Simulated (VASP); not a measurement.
# H3CCl in VASP: single point with LDA

Aim: the single point of H3CCl with LDA.

Everything below comes from runs of VASP 6.6.1. Logs are shortened: lines on timing, memory, paths and dates and some standing lists are left out, and cuts for length are marked.

### Step 1. The cell of the first run

The cell holds a disordered packing, 40 atoms: a = 8.382 Å, b = 8.382 Å, c = 8.382 Å, α = 90.00°, β = 90.00°, γ = 90.00°.

### Step 2. Single point, LDA

INCAR

```
SYSTEM = H3CCl
PREC = Accurate
ENCUT = 1000
EDIFF = 1E-6
ISMEAR = -1
SIGMA = 0.02
LREAL = Auto
LASPH = .True.
NELM = 120
ALGO = Normal
ISIF = 2
LWAVE = .False.
LCHARG = .False.
NBANDS = 82
GGA_COMPAT = .False.
```

KPOINTS

```
Automatic mesh
0
Gamma
  1 1 1
  0 0 0
```

POSCAR

```
H3CCl
1.0
    8.3815160000      0.0000000000      0.0000000000
    0.0000000000      8.3815160000      0.0000000000
    0.0000000000      0.0000000000      8.3815160000
C Cl H
8 8 24
Direct
    0.4111640247      0.1057592779      0.6423735550
    0.7026316240      0.6987772446      0.3170537943
    0.0103622513      0.1964357191      0.8833576227
   -0.0236726000      0.6698369150      0.7823135303
    0.6477581037      0.4585986588     -0.0322655350
    1.0159913098      0.1747101272      0.5048079619
    0.3974175411      0.8843050727      0.0860666778
    0.6645875252      0.1006755377      0.3369765593
    0.5969258386      0.0901305263      0.7461007907
    0.8572364693      0.7680882342      0.1902700201
    0.0288597757      0.1905167957      1.0948460850
    0.1327738792      0.8062187865      0.7409529154
    0.4453093597      0.4513889410      0.0267422602
    1.1037466028      0.3668123156      0.5005100324
    0.3048197638      0.8361111974      0.2697074695
    0.6686638288      0.3094754457      0.3717368201
    0.4019648865      0.2264929376      0.5920831739
    0.4073303518      0.0150779761      0.5461025224
    0.3149222320      0.0831542705      0.7301969087
    0.6138153806      0.6309336749      0.2473012743
    0.7561006156      0.6218174999      0.4092239570
    0.6441245520      0.8032115052      0.3719074905
   -0.0873812628      0.2798211436      0.8510039207
    0.1245079624      0.2408093392      0.8341689644
   -0.0147182284      0.0741668479      0.8400834510
    0.0036851490      0.5569615562      0.7206233966
   -0.0309707734      0.6530099027      0.9122965884
   -0.1355964974      0.7208673538      0.7369439674
    0.6818619228      0.5838241817     -0.0521192864
    0.7203555156      0.4075610476      0.0648311166
    0.6605482642      0.3876962131     -0.1418750161
    1.0038770198      0.1317565721      0.3806465377
    1.0931747540      0.0927450038      0.5722857174
    0.8967589016      0.1838274248      0.5604205351
    0.5260286418      0.8573219835      0.0947732403
    0.3419142853      0.8113394482     -0.0080620058
    0.3792014453      1.0121154345      0.0617657898
    0.5441357581      0.0676806297      0.2961742450
    0.7550562989      0.0708091050      0.2461674439
    0.6918868266      0.0411203529      0.4514649076
```

Potentials or basis: VASP PAW LDA potentials, release 64 (C_h, Cl, H_h).

The run is started by

```console
$ cat potpaw_LDA.64/C_h/POTCAR potpaw_LDA.64/Cl/POTCAR potpaw_LDA.64/H_h/POTCAR > POTCAR
$ mpirun -np 1 vasp_gam > vasp.out
```

OUTCAR:

```text
SYSTEM = H3CCl
   PREC = Accurate
   ENCUT = 1000
   EDIFF = 1E-6
   ISMEAR = -1
   LREAL = Auto
   LASPH = .True.
   NELM = 120
   ISIF = 2

 ion  position               nearest neighbor table
   1  0.411  0.106  0.642-  17 1.10  19 1.11  18 1.11   9 1.79
   2  0.703  0.699  0.317-  21 1.10  22 1.10  20 1.10  10 1.77
   3  0.010  0.196  0.883-  24 1.11  25 1.11  23 1.11  11 1.78
   4  0.976  0.670  0.782-  28 1.10  27 1.10  26 1.10  12 1.77
   5  0.648  0.459  0.968-  31 1.10  29 1.10  30 1.10  13 1.77
   6  0.016  0.175  0.505-  33 1.10  34 1.11  32 1.11  14 1.77
   7  0.397  0.884  0.086-  37 1.10  36 1.10  35 1.10  15 1.77
   8  0.665  0.101  0.337-  38 1.10  39 1.10  40 1.11  16 1.77
   9  0.597  0.090  0.746-   1 1.79
  10  0.857  0.768  0.190-   2 1.77
  11  0.029  0.191  0.095-   3 1.78
  12  0.133  0.806  0.741-   4 1.77
  13  0.445  0.451  0.027-   5 1.77
  14  0.104  0.367  0.501-   6 1.77
[... 24 lines left out ...]
  39  0.755  0.071  0.246-   8 1.10
  40  0.692  0.041  0.451-   8 1.11

  LATTYP: Found a simple cubic cell.
 ALAT       =     8.3815160000

  Lattice vectors:

 A1 = (   8.3815160000,   0.0000000000,   0.0000000000)
 A2 = (   0.0000000000,   8.3815160000,   0.0000000000)
 A3 = (   0.0000000000,   0.0000000000,   8.3815160000)

Analysis of symmetry for initial positions (statically):
=====================================================================
 Subroutine PRICEL returns:
 Original cell was already a primitive cell.

 Routine SETGRP: Setting up the symmetry group for a
 simple cubic supercell.

 Subroutine GETGRP returns: Found  1 space group operations
 (whereof  1 operations were pure point group operations)
 out of a pool of 48 trial point group operations.

The static configuration has the point symmetry C_1 .

Analysis of symmetry for dynamics (positions and initial velocities):
=====================================================================
 Subroutine PRICEL returns:
 Original cell was already a primitive cell.

 Routine SETGRP: Setting up the symmetry group for a
 simple cubic supercell.

 Subroutine GETGRP returns: Found  1 space group operations
 (whereof  1 operations were pure point group operations)
 out of a pool of 48 trial point group operations.

The dynamic configuration has the point symmetry C_1 .

[... 151 lines left out ...]
   LREAL  =      T    real-space projection
   EDIFFG = 0.1E-04   stopping-criterion for IOM
   NSW    =      0    number of steps for IOM
   IBRION =     -1    ionic relax: 0-MD 1-quasi-New 2-CG
   NFREE  =      0    steps in history (QN), initial steepest desc. (CG)
   ISIF   =      2    stress and relaxation
   ISYM   =      2    0-nonsym 1-usesym 2-fastsym
   POTIM  = 0.5000    time-step for ionic-motion
   TEBEG  =    0.0;   TEEND  =   0.0 temperature during run
   PSTRESS=    0.0 pullay stress
   NELECT =     112.0000    total number of electrons
   NUPDOWN=      -1.0000    fix difference up-down
   EMIN   =  10.00;   EMAX   =-10.00  energy-range for DOS
   EFERMI =   0.00;   METHOD = LEGACY
   ISMEAR =    -1;   SIGMA  =   0.02  broadening in eV -4-tet -1-fermi 0-gaus
   EFERMI_NEDOS =   21; number of points for ismear=-14 and -15
   IALGO  =     38    algorithm
   IMIX   =      4    mixing-type and parameters
     AMIX     =   0.40;   BMIX     =  1.00
     AMIX_MAG =   1.60;   BMIX_MAG =  1.00
  volume/ion in A,a.u.               =      14.72        99.34
  Fermi-wavevector in a.u.,A,eV,Ry     =   0.941510  1.779196 12.060763  0.886441
  Thomas-Fermi vector in A             =   2.069028
   LORBIT       =      0    0 simple, 1 ext, 2 COOP (PROOUT), +10 PAW based schemes
   GGA     = CA    functional components
   LHFCALC =     F    Hartree Fock is set to
   AEXX    =    0.0000 exact exchange contribution
   IVDW    =     0    specifies the selected vdW correction
   LEPSILON=     F    determine dielectric tensor
   LRPA    =     F    only Hartree local field effects (RPA)
 non-spin polarized calculation
  energy-cutoff  :     1000.00
  volume of cell :      588.80
 maximum number of plane-waves:     21190
 NGX is ok and might be reduce to    90
   NGX = 43   NGY = 43   NGZ = 43

 number of electron     111.9999999 magnetization

 Free energy of the ion-electron system (eV)
  ---------------------------------------------------
  ext. energy  EPLUGINS =         0.00000000
  ---------------------------------------------------
  free energy    TOTEN  =      -189.96616836 eV

  energy without entropy =     -189.96616836  energy(sigma->0) =     -189.96616836

 E-fermi :  -2.1685     XC(G=0):  -7.1776

 val. band max:       -2.7190298917   @ k =   0.0000   0.0000   0.0000
 cond. band min:       2.6435029392   @ k =   0.0000   0.0000   0.0000
 fundamental gap:      5.3625328309
 Fermi energy:        -2.1685151970

 k-point     1 :       0.0000    0.0000    0.0000
  band No.  band energies     occupation
      1     -17.5925      2.00000
      2     -17.5076      2.00000
      3     -17.4196      2.00000
      4     -17.3745      2.00000
      5     -17.2725      2.00000
      6     -17.2321      2.00000
[... 60 lines left out ...]
     67       4.5913      0.00000
     68       4.6692      0.00000
 [bands above 68 left out]

------------------------ aborting loop because EDIFF is reached ----------------------------------------

  FORCE on cell =-STRESS in cart. coord.  units (eV):
  Direction    XX          YY          ZZ          XY          YZ          ZX
  --------------------------------------------------------------------------------------
  -------------------------------------------------------------------------------------
  Total       -3.9297894     -3.4505552     -3.2714990     -0.3788525      0.0579218      0.0326224
  in kB      -10.6933091     -9.3892699     -8.9020421     -1.0308915      0.1576104      0.0887685
  external PRESSURE =      -9.6615404 kB  Pullay stress =       0.0000000 kB

 VOLUME and BASIS-vectors are now :
 -----------------------------------------------------------------------------
  energy-cutoff  :     1000.00
  volume of cell :      588.80
      direct lattice vectors                 reciprocal lattice vectors
     8.381516000  0.000000000  0.000000000     0.119310158  0.000000000  0.000000000
     0.000000000  8.381516000  0.000000000     0.000000000  0.119310158  0.000000000
     0.000000000  0.000000000  8.381516000     0.000000000  0.000000000  0.119310158

 POSITION                                       TOTAL-FORCE (eV/Angst)
 -----------------------------------------------------------------------------------
      3.44618      0.88642      5.38406         0.124533     -0.233727      0.161908
      5.88912      5.85681      2.65739         0.023761      0.006701     -0.041785
      0.08685      1.64643      7.40388        -0.059602      0.000538     -0.080920
      8.18310      5.61425      6.55697         0.069344      0.033722     -0.012378
      5.42919      3.84375      8.11108        -0.070746      0.004498      0.057747
      0.13403      1.46434      4.23106        -0.044950      0.080160     -0.010667
[... 32 lines left out ...]
      6.32852      0.59349      2.06326        -0.059410      0.040778      0.067327
      5.79906      0.34465      3.78396        -0.021532      0.039411     -0.101791
 -----------------------------------------------------------------------------------
    total drift:                                0.002547      0.000705      0.000010

  FREE ENERGIE OF THE ION-ELECTRON SYSTEM (eV)
  ---------------------------------------------------
  free  energy   TOTEN  =      -189.9661683571 eV

  energy  without entropy=     -189.9661683571  energy(sigma->0) =     -189.96616836
```

stdout:

```text
POSCAR found type information on POSCAR C ClH
 POSCAR found :  3 types and      40 ions
 scaLAPACK will be used
 LDA part: xc-table for (Slater(with rela. corr.)+CA(PZ))
 , standard interpolation
 POSCAR, INCAR and KPOINTS ok, starting setup
 FFT: planning ... GRIDC
 FFT: planning ... GRID_SOFT
 FFT: planning ... GRID
 WAVECAR not read
 entering main loop
```

It took 4.5 min on 1 thread of AMD EPYC 7R13 (Zen 3), shared host; peak memory 0.82 GiB.

Results:

```yaml
Free_energy: -189.9662 eV
Pressure: -1.0 GPa
Largest_force: 0.318 eV/Å
Band_gap_on_the_k_mesh: 5.36 eV
```

Forces in eV/Å, atoms in the order of the input:
```
C    0.125 -0.234  0.162
C    0.024  0.007 -0.042
C   -0.060  0.001 -0.081
C    0.069  0.034 -0.012
C   -0.071  0.004  0.058
C   -0.045  0.080 -0.011
C   -0.014 -0.017  0.029
C    0.025  0.066  0.030
Cl  -0.277 -0.004 -0.156
Cl  -0.056 -0.030  0.037
Cl  -0.029  0.020 -0.098
Cl  -0.055 -0.056  0.003
Cl   0.063 -0.004 -0.010
Cl  -0.020 -0.104  0.012
Cl   0.021  0.022 -0.053
Cl  -0.021 -0.104 -0.061
H   -0.030  0.015 -0.006
H    0.027  0.149  0.184
H    0.166  0.059 -0.148
H    0.033  0.009  0.007
H   -0.016  0.027 -0.020
H   -0.002 -0.014 -0.006
H    0.183 -0.199  0.065
H   -0.156 -0.060  0.015
H    0.062  0.225  0.069
H   -0.006  0.005  0.014
H   -0.009  0.005 -0.003
H   -0.013  0.005  0.007
H    0.006 -0.013 -0.003
H    0.006 -0.004 -0.005
H    0.012 -0.004 -0.025
H    0.015  0.021  0.051
H    0.007 -0.005  0.014
H    0.109 -0.004 -0.030
H   -0.042  0.022 -0.015
H    0.031  0.031  0.033
H   -0.003 -0.038  0.012
H    0.022  0.009  0.017
H   -0.059  0.041  0.067
H   -0.022  0.039 -0.102
```

Stress tensor (GPa, compression positive):
```
-1.07 -0.10  0.01
-0.10 -0.94  0.02
 0.01  0.02 -0.89
```

Levels at points of the mesh, in eV from the valence-band top:
```
           k point  band 52  band 53  band 54  band 55  band 56  band 57  band 58  band 59  band 60  band 61
(0.00, 0.00, 0.00)    -0.19    -0.16    -0.07    -0.05     0.00     5.36     5.62     5.75     5.99     6.10
```

Caveat: the k points lie up to 0.75 Å⁻¹ apart.
